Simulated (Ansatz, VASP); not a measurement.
# One calculation of C, two programs

Contents of INCAR:

```
ALGO = Normal
DIPOL = 0.5 0.5 0.349
EDIFF = 1E-6
ENCUT = 520
GGA = PE
IDIPOL = 3
ISIF = 2
ISMEAR = 0
IVDW = 12
LASPH = T
LCHARG = T
LDIPOL = T
LELF = T
LREAL = F
LVACPOTAV = T
LVHAR = T
LWAVE = F
NBANDS = 16
NELM = 80
PREC = Accurate
SIGMA = 0.1
```

Contents of KPOINTS:

```
k-points
0
Gamma
  15 15 1
```

POSCAR

```
C
1.0
    2.4656524409      0.0000000000      0.0000000000
   -1.2328262205      2.1353176507      0.0000000000
    0.0000000000      0.0000000000     17.5000663885
C
4
Direct
    0.6666666667      0.3333333333      0.2571437784
    0.3333333333      0.6666666667      0.2571418816
    0.8333333333      0.6666666667      0.4405735508
    1.1666666667      0.3333333333      0.4405716540
```

Input for Ansatz:

```yaml
crystal:
  lattice:
    - [2.4656524409, 0.0, 0.0]
    - [-1.2328262205, 2.1353176507, 0.0]
    - [0.0, 0.0, 17.5000663885]
  atoms:
    - { symbol: C, position: [0.6666666667, 0.3333333333, 0.2571437784] }
    - { symbol: C, position: [0.3333333333, 0.6666666667, 0.2571418816] }
    - { symbol: C, position: [0.8333333333, 0.6666666667, 0.4405735508] }
    - { symbol: C, position: [1.1666666667, 0.3333333333, 0.440571654] }
basis:
  ecutwfc: 420
kpoints:
  mp_grid: { grid: [15, 15, 1] }
hamiltonian:
  xc: pbe
  pseudopotentials: { kind: paw, azcp: { folder: soft_1 } }
  dispersion: d3bj
scf:
  occupations: { method: gaussian, width: 0.1 }
output:
  forces: true
  eigenvalues: true
efield:
  axis: 3
  dipole_correction: true
  ramp_width: 0.04
```

Alike in both runs: task single point; functional PBE; dispersion D3(BJ); k mesh 15 × 15 × 1; occupations gaussian, width 0.1 eV; no spin polarisation.

|  | VASP | Ansatz |
| --- | --- | --- |
| version | VASP 6.6.1 | Ansatz 0.2.0 |
| potentials or method | VASP PAW PBE potentials, release 64 (C), cutoff 520 eV | scalar-relativistic, plane waves, PAW |
| valence electrons in the cell | 16 | 16 |

|  | VASP | Ansatz | Ansatz less VASP |
| --- | --- | --- | --- |
| gap on the k mesh at the Fermi level (eV) | 0.29 | 0.29 | 0.000 |
| least direct gap on the mesh (eV) | 0.29 | 0.29 | 0.000 |
| rms of the force components (eV/Å) | 0.028 | 0.028 | -0.0001 |

Atom by atom the forces differ by 0.000 eV/Å (rms over components). Ansatz's warnings: structure snapped to symmetry.
